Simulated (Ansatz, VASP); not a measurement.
Two plane-wave programs on LiF

```
CELL_PARAMETERS angstrom
2.55953 0.00000 0.00000
0.00000 2.55953 0.00000
0.00000 0.00000 2.55953
ATOMIC_POSITIONS crystal
Li 0.00000 0.00000 0.00000
F 0.50000 0.50000 0.38279
```

Change from the starting cell: all F atoms moved -0.300 Å, as atom 2 along Cartesian [0 0 1].

Alike in both runs: task single point; functional r2SCAN; k mesh 10 × 10 × 10; occupations gaussian, width 0.05 eV; no spin polarisation.

```csv
,VASP,Ansatz
version,VASP 6.6.1,Ansatz 0.2.0
potentials or method,"VASP PAW PBE potentials, release 64 (Li_sv, F), cutoff 520 eV","scalar-relativistic, plane waves, PAW"
valence electrons in the cell,10,10
```

|  | VASP | Ansatz | Ansatz less VASP |
| --- | --- | --- | --- |
| gap on the k mesh at the Fermi level (eV) | 8.53 | 8.35 | -0.177 |
| least direct gap on the mesh (eV) | 9.16 | 8.97 | -0.180 |
| rms of the force components (eV/Å) | 0.061 | 0.054 | -0.0074 |

VASP's potentials were made for PBE, not for r2SCAN. Atom by atom the forces differ by 0.007 eV/Å (rms over components). The functional is the same, so the differences come from potentials, cutoffs and numerics.

Noted on VASP's run: the cutoff is short for stress, so the pressure is rough.
